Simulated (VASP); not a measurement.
# MoS2 in VASP: notebook, part 2 of 2

VASP 6.6.1. The steps go on from the part before.

### Step 4. Single point, LDA

This run uses another cell than the first one, of 30.04 Å³/atom, 0.996 times its volume.

Input file INCAR:

```
SYSTEM = MoS2
PREC = Accurate
ENCUT = 520
EDIFF = 1E-6
ISMEAR = -1
SIGMA = 0.05
LREAL = .FALSE.
LASPH = .TRUE.
NELM = 80
ALGO = Normal
ISIF = 2
LWAVE = .FALSE.
LCHARG = .FALSE.
GGA = CA
NBANDS = 35
```

Input file KPOINTS:

```
regular mesh
0
G
  10 10 2
  0 0 0
```

Input file POSCAR:

```
MoS2
1.0
    3.1211150984      0.0000000000      0.0000000000
   -1.5605575492      2.7029649633      0.0000000000
    0.0000000000      0.0000000000     21.3632503119
Mo S
2 4
Direct
    0.3333333333      0.6666666667      0.8586823213
    0.6666666667      0.3333333333      0.1413176787
    0.6666666667      0.3333333333      0.7860333042
    0.3333333333      0.6666666667      0.0685259369
    0.6666666667      0.3333333333      0.9314740631
    0.3333333333      0.6666666667      0.2139666958
```

Potentials or basis: VASP PAW LDA potentials, release 64 (Mo_sv, S).

On the command line:

```sh
> cat potpaw_LDA.64/Mo_sv/POTCAR potpaw_LDA.64/S/POTCAR > POTCAR
> mpirun -np 1 vasp_std > vasp.out
```

Wall time 2.2 min (1 thread of Intel Xeon Platinum 8488C (Sapphire Rapids), shared host); peak memory 0.31 GiB.

The run converged. Its results:

* Free energy: -48.8465 eV
* Largest force: 0.016 eV/Å
* Band gap on the k mesh: 1.24 eV, indirect (least direct gap 2.06 eV)

Forces in eV/Å, atoms in the order of the input:
```
Mo   0.000  0.000  0.001
Mo   0.000  0.000 -0.001
S    0.000  0.000 -0.016
S    0.000  0.000 -0.016
S    0.000  0.000  0.016
S    0.000  0.000  0.016
```

Levels at points of the mesh, in eV from the valence-band top:
```csv
k point,band 24,band 25,band 26,band 27,band 28,band 29
"(0.00, 0.00, 0.00)",-1.83,-0.83,0.00,2.40,2.40,2.43
"(0.50, 0.00, 0.00)",-1.31,-1.21,-1.15,1.93,1.96,2.36
"(0.00, 0.00, 0.50)",-1.83,-0.83,0.00,2.40,2.40,2.43
"(0.50, 0.00, 0.50)",-1.31,-1.21,-1.15,1.93,1.96,2.36
```

### Step 5. Single point, PBEsol+D3(BJ)

This run uses another cell than the first one, of 29.82 Å³/atom, 0.989 times its volume.

Input file INCAR:

```
SYSTEM = MoS2
PREC = Accurate
ENCUT = 520
EDIFF = 1E-7
ISMEAR = -1
SIGMA = 0.05
LREAL = .False.
LASPH = .True.
NELM = 80
ALGO = Normal
ISIF = 2
LWAVE = .False.
LCHARG = .True.
GGA = PS
IVDW = 12
LELF = .True.
LVHAR = .True.
NBANDS = 35
```

Input file KPOINTS:

```
regular mesh
0
Gamma
  10 10 2
  0 0 0
```

Input file POSCAR:

```
MoS2
1.0
    3.1195325729      0.0000000000      0.0000000000
   -1.5597662865      2.7015944561      0.0000000000
    0.0000000000      0.0000000000     21.2281547802
Mo S
2 4
Direct
    0.3333333333      0.6666666667      0.8511602300
    0.6666666667      0.3333333333      0.1488397700
    0.6666666667      0.3333333333      0.7796253900
    0.3333333333      0.6666666667      0.0772510000
    0.6666666667      0.3333333333      0.9227490000
    0.3333333333      0.6666666667      0.2203746100
```

Potentials or basis: VASP PAW PBE potentials, release 64 (Mo_sv, S).

On the command line:

```sh
> cat potpaw_PBE.64/Mo_sv/POTCAR potpaw_PBE.64/S/POTCAR > POTCAR
> mpirun -np 1 vasp_std > vasp.out
```

OUTCAR:

```text
SYSTEM = MoS2
   PREC = Accurate
   ENCUT = 520
   EDIFF = 1E-7
   ISMEAR = -1
   LREAL = .False.
   LASPH = .True.
   NELM = 80
   ISIF = 2
   GGA = PS
   IVDW = 12
 IVDW          = 12

 ion  position               nearest neighbor table
   1  0.333  0.667  0.851-   3 2.36   3 2.36   3 2.36   5 2.36   5 2.36   5 2.36
   2  0.667  0.333  0.149-   6 2.36   6 2.36   6 2.36   4 2.36   4 2.36   4 2.36
   3  0.667  0.333  0.780-   1 2.36   1 2.36   1 2.36
   4  0.333  0.667  0.077-   2 2.36   2 2.36   2 2.36
   5  0.667  0.333  0.923-   1 2.36   1 2.36   1 2.36
   6  0.333  0.667  0.220-   2 2.36   2 2.36   2 2.36

  LATTYP: Found a hexagonal cell.
 ALAT       =     3.1195325729
 C/A-ratio  =     6.8049152506

  Lattice vectors:

 A1 = (   3.1195325729,   0.0000000000,   0.0000000000)
 A2 = (  -1.5597662865,   2.7015944561,   0.0000000000)
 A3 = (   0.0000000000,   0.0000000000,  21.2281547802)

Analysis of symmetry for initial positions (statically):
=====================================================================
[... 183 lines left out ...]
 cond. band min:       3.5357004848   @ k =   0.3000   0.3000   0.0000
 fundamental gap:      1.4796055294
 Fermi energy:         2.7340375394

 k-point     1 :       0.0000    0.0000    0.0000
  band No.  band energies     occupation
      1     -59.0314      2.00000
      2     -59.0314      2.00000
      3     -33.2770      2.00000
      4     -33.2769      2.00000
      5     -32.9930      2.00000
      6     -32.9930      2.00000
[... 901 lines left out ...]
     34       6.3105      0.00000
     35       8.2241      0.00000

 [... further k-points ...]

------------------------ aborting loop because EDIFF is reached ----------------------------------------

 Edisp (eV)   -1.84738

 E8    (eV) :    -1.1821

  FORCE on cell =-STRESS in cart. coord.  units (eV):
  Direction    XX          YY          ZZ          XY          YZ          ZX
  --------------------------------------------------------------------------------------
  -------------------------------------------------------------------------------------
  Total       1.57128     1.57128     4.56998    -0.00000     0.00000     0.00000
  in kB      14.07160    14.07160    40.92631    -0.00000     0.00000     0.00000
  external pressure =       23.02 kB  Pullay stress =        0.00 kB

 VOLUME and BASIS-vectors are now :
 -----------------------------------------------------------------------------
  energy-cutoff  :      520.00
  volume of cell :      178.90
      direct lattice vectors                 reciprocal lattice vectors
     3.119532573  0.000000000  0.000000000     0.320560846  0.185075891  0.000000000
    -1.559766286  2.701594456  0.000000000     0.000000000  0.370151781  0.000000000
     0.000000000  0.000000000 21.228154780     0.000000000  0.000000000  0.047107250

 POSITION                                       TOTAL-FORCE (eV/Angst)
 -----------------------------------------------------------------------------------
     -0.00000      1.80106     18.06856        -0.000000      0.000000      0.084891
      1.55977      0.90053      3.15959         0.000000     -0.000000     -0.084891
      1.55977      0.90053     16.55001        -0.000000     -0.000000     -0.911771
     -0.00000      1.80106      1.63990        -0.000000      0.000000     -1.015636
      1.55977      0.90053     19.58826         0.000000      0.000000      1.015636
     -0.00000      1.80106      4.67815         0.000000      0.000000      0.911771
 -----------------------------------------------------------------------------------
    total drift:                                0.000000     -0.000000      0.000000

  FREE ENERGIE OF THE ION-ELECTRON SYSTEM (eV)
  ---------------------------------------------------
  free  energy   TOTEN  =       -48.6254152505 eV

  energy  without entropy=      -48.6254152004  energy(sigma->0) =      -48.62541523
```

OSZICAR:

```text
N       E                     dE             d eps       ncg     rms          rms(c)
DAV:   1     0.451326773252E+03    0.45133E+03   -0.28239E+04  2240   0.131E+03
DAV:   2    -0.220606890630E+02   -0.47339E+03   -0.45877E+03  2460   0.337E+02
DAV:   3    -0.488332542377E+02   -0.26773E+02   -0.26314E+02  2472   0.737E+01
[... 16 lines left out ...]
DAV:  20    -0.467780366240E+02   -0.12126E-04   -0.38661E-07  1854   0.204E-03    0.228E-03
DAV:  21    -0.467780379073E+02   -0.12833E-05   -0.53243E-08  1589   0.825E-04    0.101E-03
DAV:  22    -0.467780388652E+02   -0.95794E-06   -0.29678E-08  1440   0.443E-04    0.157E-04
DAV:  23    -0.467780390591E+02   -0.19385E-06   -0.88597E-09  1364   0.264E-04    0.242E-04
DAV:  24    -0.467780390698E+02   -0.10706E-07   -0.11223E-09  1243   0.114E-04
   1 F= -.48625415E+02 E0= -.48625415E+02  d E =-.501352E-07
```

stdout:

```text
POSCAR found type information on POSCAR MoS
 POSCAR found :  2 types and       6 ions
 scaLAPACK will be used
 -----------------------------------------------------------------------------
|                                                                             |
|                                                                             |
|     You enforced a specific xc type in the INCAR file but a different       |
|     I HOPE YOU KNOW WHAT YOU ARE DOING!                                     |
|                                                                             |
 -----------------------------------------------------------------------------

 LDA part: xc-table for (Slater+PW92), standard interpolation
 POSCAR, INCAR and KPOINTS ok, starting setup
 FFT: planning ... GRIDC
 FFT: planning ... GRID_SOFT
 FFT: planning ... GRID
 WAVECAR not read
 entering main loop
```

Run time: 2.3 min. Hardware: 1 thread of Intel Xeon 6975P-C (Granite Rapids), shared host; peak memory 0.36 GiB.

What came out:

| Property | Result |
| --- | --- |
| Free energy | -48.6254 eV |
| Largest force | 1.016 eV/Å |
| Band gap on the k mesh | 1.48 eV, indirect (least direct gap 2.06 eV) |
| Dispersion energy per atom | -0.308 eV |

Forces on the atoms (eV/Å):
```
Mo   0.000  0.000  0.085
Mo   0.000  0.000 -0.085
S    0.000  0.000 -0.912
S    0.000  0.000 -1.016
S    0.000  0.000  1.016
S    0.000  0.000  0.912
```

Caveat: the PAW data sets were made with another functional, which shifts forces and pressure a little.

### Step 6. Summary

```csv
level,potentials or basis,cell,gap on the mesh (eV),largest force (eV/Å)
revPBE+D4,"VASP PAW PBE potentials, release 64 (Mo_sv, S)","a = 3.141, b = 3.141, c = 21.180 Å, angles 90.0, 90.0, 120.0°, 6 atoms",1.16,0.04
PBE+D4,"VASP PAW PBE potentials, release 64 (Mo_sv, S)","a = 3.154, b = 3.154, c = 21.344 Å, angles 90.0, 90.0, 120.0°, 6 atoms",1.30,0.03
LDA,"VASP PAW LDA potentials, release 64 (Mo_sv, S)","a = 3.121, b = 3.121, c = 21.363 Å, angles 90.0, 90.0, 120.0°, 6 atoms",1.24,0.02
PBEsol+D3(BJ),"VASP PAW PBE potentials, release 64 (Mo_sv, S)","a = 3.120, b = 3.120, c = 21.228 Å, angles 90.0, 90.0, 120.0°, 6 atoms",1.48,1.02
```

Alike in all rows: task single point; no spin polarisation; k mesh 10 × 10 × 2; cutoff (eV) 520; smearing fermi-dirac 0.05 eV.

Caveats: the PAW data sets were made with another functional, which shifts forces and pressure a little (some runs).

Total energies depend on the potentials used, so only differences within one code and one set of settings carry meaning.
